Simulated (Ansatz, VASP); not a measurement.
## One calculation of Rb, two programs

POSCAR

```
Rb
1.0
    0.0000000000      4.6894025516      4.6894025516
    4.6894025516      0.0000000000      4.6894025516
    4.6894025516      4.6894025516      0.0000000000
Rb
2
Direct
    0.5000000000      0.5000000000      0.5000000000
    0.7500000000      0.7500000000      0.7500000000
```

The input INCAR.step1:

```
PREC = Accurate
ENCUT = 520
ISMEAR = 0
SIGMA = 0.1
LREAL = F
LASPH = T
NELM = 60
NBANDS = 16
GGA = PE
ALGO = Normal
EDIFF = 1E-4
LWAVE = T
LCHARG = F
```

INCAR.step2

```
PREC = Accurate
ENCUT = 520
EDIFF = 1E-6
ISMEAR = 0
SIGMA = 0.1
LREAL = F
LASPH = T
NELM = 60
ALGO = Normal
ISIF = 2
LWAVE = F
LCHARG = F
METAGGA = R2SCAN
LMIXTAU = T
NBANDS = 16
ISTART = 1
```

Contents of KPOINTS:

```
Automatic mesh
0
Gamma
  4 4 4
```

Input for Ansatz:

```yaml
crystal:
  lattice:
    - [0.0, 4.6894025516, 4.6894025516]
    - [4.6894025516, 0.0, 4.6894025516]
    - [4.6894025516, 4.6894025516, 0.0]
  atoms:
    - { symbol: Rb, position: [0.5, 0.5, 0.5] }
    - { symbol: Rb, position: [0.75, 0.75, 0.75] }
basis:
  ecutwfc: 500
kpoints:
  mp_grid: { grid: [4, 4, 4] }
hamiltonian:
  xc: r2scan
scf:
  occupations: { method: gaussian, width: 0.1 }
  lower_state_search: "off"
output:
  forces: true
  stress: true
  eigenvalues: true
```

Alike in both runs: task single point; functional r2SCAN; k mesh 4 × 4 × 4; occupations gaussian, width 0.1 eV; no spin polarisation.

|  | VASP | Ansatz |
| --- | --- | --- |
| version | VASP 6.6.1 | Ansatz 0.2.0 |
| potentials or method | VASP PAW PBE potentials, release 64 (Rb_sv), cutoff 520 eV | scalar-relativistic, plane waves, PAW |
| valence electrons in the cell | 18 | 18 |

```tsv
	VASP	Ansatz	Ansatz less VASP
gap on the k mesh at the Fermi level (eV)	none	none	-
pressure (GPa)	0.3	0.3	+0.01
```

VASP's potentials were made for PBE, not for r2SCAN. A gap of «none» marks a metal or a gap that the smearing closes.
